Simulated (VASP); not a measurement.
Set up this calculation in VASP 6.6.1, as the native input.

| Item | Value |
| --- | --- |
| Task | relaxation of cell and atoms |
| Functional | r2SCAN |
| Potentials or basis | VASP PAW PBE potentials, release 64 (Ti_sv) |
| Cutoff | 600 eV |
| k mesh | 9 × 9 × 9 |
| Occupations | fermi-dirac, width 0.1 eV |
| Spin | no spin polarisation |
| Target pressure | 15 GPa |
| Dipole correction | no |
| Further INCAR settings | ALGO = Normal; EDIFF = 1e-07; IBRION = 2; EDIFFG = -0.01; NSW = 80; ISIF = 3 |

Crystal: Ti.

```
CELL_PARAMETERS angstrom
-1.64100 1.64100 1.64100
1.64100 -1.64100 1.64100
1.64100 1.64100 -1.64100
ATOMIC_POSITIONS crystal
Ti 0.00000 0.00000 0.00000
```

These files were run (other wordings do the same):

POSCAR

```
Ti
1.0
   -1.6410000000      1.6410000000      1.6410000000
    1.6410000000     -1.6410000000      1.6410000000
    1.6410000000      1.6410000000     -1.6410000000
Ti
1
Direct
    0.0000000000      0.0000000000      0.0000000000
```

INCAR.step1

```
SYSTEM = Ti
  PREC = Accurate
  ENCUT = 600
  ISMEAR = -1
  SIGMA = 0.1
  LREAL = .FALSE.
  LASPH = .TRUE.
  NELM = 60
  GGA = PE
  ALGO = Normal
  EDIFF = 1E-4
  LWAVE = .TRUE.
  LCHARG = .FALSE.
```

INCAR.step2

```
SYSTEM = Ti
  PREC = Accurate
  ENCUT = 600
  EDIFF = 1E-7
  ISMEAR = -1
  SIGMA = 0.1
  LREAL = .FALSE.
  LASPH = .TRUE.
  NELM = 60
  ALGO = Normal
  ISIF = 3
  LWAVE = .FALSE.
  LCHARG = .FALSE.
  METAGGA = R2SCAN
  LMIXTAU = .TRUE.
  IBRION = 2
  NSW = 80
  EDIFFG = -0.01
  PSTRESS = 150.0
  ISTART = 1
```

KPOINTS

```
regular mesh
0
G
  9 9 9
  0 0 0
```

Potentials or basis: VASP PAW PBE potentials, release 64 (Ti_sv).

Run with:

```bash
$ cat potpaw_PBE.64/Ti_sv/POTCAR > POTCAR
$ cp INCAR.step1 INCAR
$ mpirun -np 1 vasp_std > vasp.out
$ cp INCAR.step2 INCAR
$ mpirun -np 1 vasp_std > vasp.out
```

Results of the run:

| Quantity | Value |
| --- | --- |
| Relaxed volume | 15.46 Å³/atom |
| Relaxed cell | a = 2.718 Å, b = 2.718 Å, c = 2.718 Å, α = 109.47°, β = 109.47°, γ = 109.47° |
| Space group after relaxing (to 0.05 Å) | Im-3m (No. 229) |
| Energy change on relaxing (the enthalpy is what falls) | +79.1 meV/atom |
| Ionic steps | 4 |
| Pressure after relaxing | 15.0 GPa |
| Band gap on the k mesh | zero (band 6 reaches 10.66 eV, above the bottom of band 7 at 8.75 eV) |

Caveat: the cell is relaxed towards a set pressure, so the enthalpy falls and the energy may rise; the PAW data sets were made with another functional, which shifts forces and pressure a little.

Wall time 49 s on 1 thread of Intel(R) Xeon(R) 6975P-C (Granite Rapids), on a shared host, peak memory 0.15 GiB.
